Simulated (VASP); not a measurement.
# RbBr (Fm-3m) in VASP: further runs, part 2 of 2

VASP 6.6.1. Earlier steps stand in the parts before.

### Step 4. Single point, LDA

INCAR

```
ALGO     = Normal         # electronic algorithm
EDIFF    = 1E-6           # SCF threshold, eV
ENCUT    = 520            # plane-wave cutoff, eV
ISIF     = 2              # what is computed and relaxed
ISMEAR   = 0              # smearing method
LASPH    = True           # aspherical terms in the spheres
LCHARG   = False          # write CHGCAR
LREAL    = False          # projectors in reciprocal space
LWAVE    = False          # write WAVECAR
NBANDS   = 15             # bands
NELM     = 100            # most SCF steps
PREC     = Accurate       # precision mode
SIGMA    = 0.01           # smearing width, eV
```

KPOINTS

```
k-points
0
Gamma
  4 4 4
```

POSCAR

```
RbBr
1.0
    0.0000000000      3.4608320096      3.4608320096
    3.4608320096      0.0000000000      3.4608320096
    3.4608320096      3.4608320096      0.0000000000
Rb Br
1 1
Direct
    0.0000000000      0.0000000000      0.0000000000
    0.5000000000      0.5000000000      0.5000000000
```

Potentials or basis: VASP PAW LDA potentials, release 64 (Rb_sv, Br).

Started as:

```
> cat potpaw_LDA.64/Rb_sv/POTCAR potpaw_LDA.64/Br/POTCAR > POTCAR
> mpirun -np 1 vasp_std > vasp.out
```

OUTCAR:

```text
EDIFF = 1E-6
   ENCUT = 520
   ISIF = 2
   ISMEAR = 0
   LASPH = True
   LREAL = False
   NELM = 100
   PREC = Accurate

 ion  position               nearest neighbor table
   1  0.000  0.000  0.000-   2 3.46   2 3.46   2 3.46   2 3.46   2 3.46   2 3.46
   2  0.500  0.500  0.500-   1 3.46   1 3.46   1 3.46   1 3.46   1 3.46   1 3.46

  LATTYP: Found a face centered cubic cell.
 ALAT       =     6.9216640192

  Lattice vectors:

 A1 = (   0.0000000000,   3.4608320096,   3.4608320096)
 A2 = (   3.4608320096,   0.0000000000,   3.4608320096)
 A3 = (   3.4608320096,   3.4608320096,   0.0000000000)

Analysis of symmetry for initial positions (statically):
=====================================================================
 Subroutine PRICEL returns:
 Original cell was already a primitive cell.

 Routine SETGRP: Setting up the symmetry group for a
 face centered cubic supercell.

 Subroutine GETGRP returns: Found 48 space group operations
 (whereof 48 operations were pure point group operations)
 out of a pool of 48 trial point group operations.

The static configuration has the point symmetry O_h .

Analysis of symmetry for dynamics (positions and initial velocities):
=====================================================================
 Subroutine PRICEL returns:
 Original cell was already a primitive cell.

 Routine SETGRP: Setting up the symmetry group for a
 face centered cubic supercell.

 Subroutine GETGRP returns: Found 48 space group operations
 (whereof 48 operations were pure point group operations)
 out of a pool of 48 trial point group operations.

The dynamic configuration has the point symmetry O_h .

 Subroutine INISYM returns: Found 48 space group operations
 (whereof 48 operations are pure point group operations),
 and found     1 'primitive' translations

----------------------------------------------------------------------------------------

                                     Primitive cell

  volume of cell :      82.9032

  direct lattice vectors                    reciprocal lattice vectors
     0.000000000  3.460832010  3.460832010    -0.144473930  0.144473930  0.144473930
     3.460832010  0.000000000  3.460832010     0.144473930 -0.144473930  0.144473930
     3.460832010  3.460832010  0.000000000     0.144473930  0.144473930 -0.144473930

  length of vectors
     4.894355565  4.894355565  4.894355565     0.250236186  0.250236186  0.250236186

  position of ions in fractional coordinates (direct lattice)
     0.000000000  0.000000000  0.000000000
     0.500000000  0.500000000  0.500000000

  ion indices of the primitive-cell ions
   primitive index   ion index
                 1           1
                 2           2

----------------------------------------------------------------------------------------

 KPOINTS: k-points

Automatic generation of k-mesh.
 Grid dimensions read from file:
 generate k-points for:    4    4    4

 Generating k-lattice:

  Cartesian coordinates                     Fractional coordinates (reciprocal lattice)
    -0.036118482  0.036118482  0.036118482     0.250000000  0.000000000  0.000000000
     0.036118482 -0.036118482  0.036118482     0.000000000  0.250000000  0.000000000
     0.036118482  0.036118482 -0.036118482     0.000000000  0.000000000  0.250000000

  Length of vectors
     0.062559047  0.062559047  0.062559047

  Shift w.r.t. Gamma in fractional coordinates (k-lattice)
[... 19 lines left out ...]
   total plane-waves  NPLWV =  46656
   dimension x,y,z NGX =    36 NGY =   36 NGZ =   36
   dimension x,y,z NGXF=    72 NGYF=   72 NGZF=   72
   ions per type =               1   1
   NGX,Y,Z   is equivalent  to a cutoff of  12.23, 12.23, 12.23 a.u.
   NGXF,Y,Z  is equivalent  to a cutoff of  24.46, 24.46, 24.46 a.u.
 SYSTEM =  unknown system
   PREC   = accura    normal or accurate (medium, high low for compatibility)
   ISTART =      0    job   : 0-new  1-cont  2-samecut
   ICHARG =      2    charge: 1-file 2-atom 10-const
   ISPIN  =      1    spin polarized calculation?
   LNONCOLLINEAR =      F non collinear calculations
   LSORBIT =      F    spin-orbit coupling
   LASPH  =      T    aspherical Exc in radial PAW
   ENCUT  =  520.0 eV  38.22 Ry    6.18 a.u.   9.10  9.10  9.10*2*pi/ulx,y,z
   NELM   =    100;   NELMIN=  2; NELMDL= -5     # of ELM steps
   EDIFF  = 0.1E-05   stopping-criterion for ELM
   LREAL  =      F    real-space projection
   EDIFFG = 0.1E-04   stopping-criterion for IOM
   NSW    =      0    number of steps for IOM
   IBRION =     -1    ionic relax: 0-MD 1-quasi-New 2-CG
   NFREE  =      0    steps in history (QN), initial steepest desc. (CG)
   ISIF   =      2    stress and relaxation
   ISYM   =      2    0-nonsym 1-usesym 2-fastsym
   POTIM  = 0.5000    time-step for ionic-motion
   TEBEG  =    0.0;   TEEND  =   0.0 temperature during run
   PSTRESS=    0.0 pullay stress
   NELECT =      16.0000    total number of electrons
   NUPDOWN=      -1.0000    fix difference up-down
   EMIN   =  10.00;   EMAX   =-10.00  energy-range for DOS
   EFERMI =   0.00;   METHOD = LEGACY
   ISMEAR =     0;   SIGMA  =   0.01  broadening in eV -4-tet -1-fermi 0-gaus
   EFERMI_NEDOS =   21; number of points for ismear=-14 and -15
   IALGO  =     38    algorithm
   IMIX   =      4    mixing-type and parameters
     AMIX     =   0.40;   BMIX     =  1.00
     AMIX_MAG =   1.60;   BMIX_MAG =  1.00
  volume/ion in A,a.u.               =      41.45       279.73
  Fermi-wavevector in a.u.,A,eV,Ry     =   0.946072  1.787817 12.177932  0.895053
  Thomas-Fermi vector in A             =   2.074035
   LORBIT       =      0    0 simple, 1 ext, 2 COOP (PROOUT), +10 PAW based schemes
   GGA     = CA    functional components
   LHFCALC =     F    Hartree Fock is set to
   AEXX    =    0.0000 exact exchange contribution
   IVDW    =     0    specifies the selected vdW correction
   LEPSILON=     F    determine dielectric tensor
   LRPA    =     F    only Hartree local field effects (RPA)
 non-spin polarized calculation
 Gauss-broadening in eV      SIGMA  =   0.01
  energy-cutoff  :      520.00
  volume of cell :       82.90
 maximum number of plane-waves:      2252
   NGX = 19   NGY = 19   NGZ = 19

 number of electron      15.9999997 magnetization

 Free energy of the ion-electron system (eV)
  ---------------------------------------------------
  ext. energy  EPLUGINS =         0.00000000
  ---------------------------------------------------
  free energy    TOTEN  =        -6.67376682 eV

  energy without entropy =       -6.67376682  energy(sigma->0) =       -6.67376682

 E-fermi :  -1.9472     XC(G=0):  -7.6217

 val. band max:       -2.0662584331   @ k =   0.0000   0.0000   0.0000
 cond. band min:       1.8242300206   @ k =   0.0000   0.0000   0.0000
 fundamental gap:      3.8904884536
 Fermi energy:        -1.9471937950

 k-point     1 :       0.0000    0.0000    0.0000
  band No.  band energies     occupation
      1     -26.3982      2.00000
      2     -14.2474      2.00000
      3     -10.5377      2.00000
      4     -10.5377      2.00000
      5     -10.5377      2.00000
      6      -2.0663      2.00000
      7      -2.0663      2.00000
      8      -2.0663      2.00000
      9       1.8242      0.00000
     10       4.9536      0.00000
     11       4.9536      0.00000
     12       4.9536      0.00000
     13       5.8764      0.00000
     14       5.8764      0.00000
[... 113 lines left out ...]
      2     -14.2202      2.00000
      3     -10.6606      2.00000
      4     -10.6606      2.00000
      5     -10.5244      2.00000
      6      -2.5597      2.00000
      7      -2.4282      2.00000
      8      -2.4282      2.00000
      9       4.6846      0.00000
     10       4.6846      0.00000
     11       5.7755      0.00000
     12       6.1690      0.00000
     13       8.5389      0.00000
     14       8.5443      0.00000
     15       8.5739      0.00000

------------------------ aborting loop because EDIFF is reached ----------------------------------------

  FORCE on cell =-STRESS in cart. coord.  units (eV):
  Direction    XX          YY          ZZ          XY          YZ          ZX
  --------------------------------------------------------------------------------------
  -------------------------------------------------------------------------------------
  Total       -0.7823773     -0.7823773     -0.7823773     -0.0000000      0.0000000      0.0000000
  in kB      -15.1201217    -15.1201217    -15.1201217     -0.0000000      0.0000000      0.0000000
  external PRESSURE =     -15.1201217 kB  Pullay stress =       0.0000000 kB

 VOLUME and BASIS-vectors are now :
 -----------------------------------------------------------------------------
  energy-cutoff  :      520.00
  volume of cell :       82.90
      direct lattice vectors                 reciprocal lattice vectors
     0.000000000  3.460832010  3.460832010    -0.144473930  0.144473930  0.144473930
     3.460832010  0.000000000  3.460832010     0.144473930 -0.144473930  0.144473930
     3.460832010  3.460832010  0.000000000     0.144473930  0.144473930 -0.144473930

 POSITION                                       TOTAL-FORCE (eV/Angst)
 -----------------------------------------------------------------------------------
      0.00000      0.00000      0.00000        -0.000000     -0.000000     -0.000000
      3.46083      3.46083      3.46083         0.000000      0.000000      0.000000
 -----------------------------------------------------------------------------------
    total drift:                                0.000000      0.000000      0.000000

  FREE ENERGIE OF THE ION-ELECTRON SYSTEM (eV)
  ---------------------------------------------------
  free  energy   TOTEN  =        -6.6737668204 eV

  energy  without entropy=       -6.6737668204  energy(sigma->0) =       -6.67376682
```

It took 14 s on 1 thread of Intel Xeon 8259CL, shared host; peak memory 0.17 GiB.

What came out:

* Free energy: -6.6738 eV
* Pressure: -1.5 GPa
* Band gap on the k mesh: 3.89 eV

Levels at points of the mesh, in eV from the valence-band top:
```
           k point  band 6  band 7  band 8  band 9  band 10  band 11
(0.00, 0.00, 0.00)    0.00    0.00    0.00    3.89     7.02     7.02
(0.50, 0.00, 0.00)   -1.01   -0.35   -0.35    6.39     7.30     9.17
(0.50, 0.50, 0.00)   -0.49   -0.16   -0.16    5.33     6.68     8.67
```

Expect the measured gap to be larger: semilocal functionals such as LDA lack the derivative discontinuity.

### Step 5. Single point, r2SCAN

POSCAR is that of step 4.

INCAR.step1

```
PREC = Accurate
ENCUT = 520
ISMEAR = 0
SIGMA = 0.01
LREAL = F
LASPH = T
NELM = 100
NBANDS = 15
GGA = PE
ALGO = Normal
EDIFF = 1E-4
LWAVE = T
LCHARG = F
```

INCAR.step2

```
PREC = Accurate
ENCUT = 520
EDIFF = 1E-6
ISMEAR = 0
SIGMA = 0.01
LREAL = F
LASPH = T
NELM = 100
ALGO = Normal
ISIF = 2
LWAVE = F
LCHARG = F
METAGGA = R2SCAN
LMIXTAU = T
NBANDS = 15
ISTART = 1
```

KPOINTS

```
regular mesh
0
Gamma
  4 4 4
```

Potentials or basis: VASP PAW PBE potentials, release 64 (Rb_sv, Br).

Started as:

```
> cat potpaw_PBE.64/Rb_sv/POTCAR potpaw_PBE.64/Br/POTCAR > POTCAR
> cp INCAR.step1 INCAR
> mpirun -np 1 vasp_std > vasp.out
> cp INCAR.step2 INCAR
> mpirun -np 1 vasp_std > vasp.out
```

It took 90 s on 1 thread of Intel Xeon 8259CL, shared host; peak memory 0.22 GiB.

Results (log left out):

- Free energy: -31.1555 eV
- Pressure: 0.0 GPa
- Band gap on the k mesh: 4.89 eV

Levels at points of the mesh, in eV from the valence-band top:
| k point | band 4 | band 5 | band 6 | band 7 | band 8 | band 9 | band 10 | band 11 | band 12 | band 13 |
| --- | --- | --- | --- | --- | --- | --- | --- | --- | --- | --- |
| (0.00, 0.00, 0.00) | -8.75 | -8.75 | 0.00 | 0.00 | 0.00 | 4.89 | 7.87 | 7.87 | 7.87 | 8.92 |
| (0.50, 0.00, 0.00) | -8.75 | -8.70 | -0.92 | -0.32 | -0.32 | 7.22 | 8.17 | 10.14 | 10.14 | 10.76 |
| (0.50, 0.50, 0.00) | -8.81 | -8.81 | -0.47 | -0.16 | -0.16 | 6.09 | 7.84 | 9.57 | 10.00 | 10.23 |

Caveat: the PAW data sets were made with another functional, which shifts forces and pressure a little. r2SCAN opens gaps a little over a GGA but as a rule still falls short of measured ones.

### Step 6. The runs side by side

| level | potentials or basis | gap on the mesh (eV) | pressure (GPa) |
| --- | --- | --- | --- |
| PBE | VASP PAW PBE potentials, release 64 (Rb_sv, Br) | 4.29 | 0.6 |
| LDA | VASP PAW LDA potentials, release 64 (Rb_sv, Br) | 3.89 | -1.5 |
| r2SCAN | VASP PAW PBE potentials, release 64 (Rb_sv, Br) | 4.89 | 0.0 |

Alike in all rows: task single point; no spin polarisation; cell as given; k mesh 4 × 4 × 4; cutoff (eV) 520; smearing gaussian 0.01 eV.

Caveats: the PAW data sets were made with another functional, which shifts forces and pressure a little (at least some runs).

Total energies depend on the potentials used, so only differences within one code and one set of settings carry meaning.
